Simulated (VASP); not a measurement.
Here is a VASP 6.6.1 calculation.

INCAR

```
PREC = Accurate
ENCUT = 520
EDIFF = 1E-6
ISMEAR = -1
SIGMA = 0.05
LREAL = False
LASPH = True
NELM = 100
ALGO = Normal
ISIF = 2
LWAVE = False
LCHARG = False
GGA = CA
NBANDS = 16
```

KPOINTS

```
regular mesh
0
Gamma
  10 10 8
```

The input POSCAR:

```
TiB2
1.0
    3.0492615118      0.0000000000      0.0000000000
   -1.5246307559      2.6407379320      0.0000000000
    0.0000000000      0.0000000000      3.2497807555
Ti B
1 2
Direct
    0.0000000000      0.0000000000      0.0000000000
    0.6666666667      0.3333333333      0.5000000000
    0.3333333333      0.6666666667      0.5000000000
```

Potentials or basis: VASP PAW LDA potentials, release 64 (Ti_sv, B).

The run is started by

```console
$ cat potpaw_LDA.64/Ti_sv/POTCAR potpaw_LDA.64/B/POTCAR > POTCAR
$ mpirun -np 1 vasp_std > vasp.out
```

(1) Predict the pressure.

(2) Estimate the band gap on the k mesh.

## Answers

(1) -15.2 GPa.

(2) zero (band 9 reaches 10.06 eV, above the bottom of band 10 at 9.52 eV).
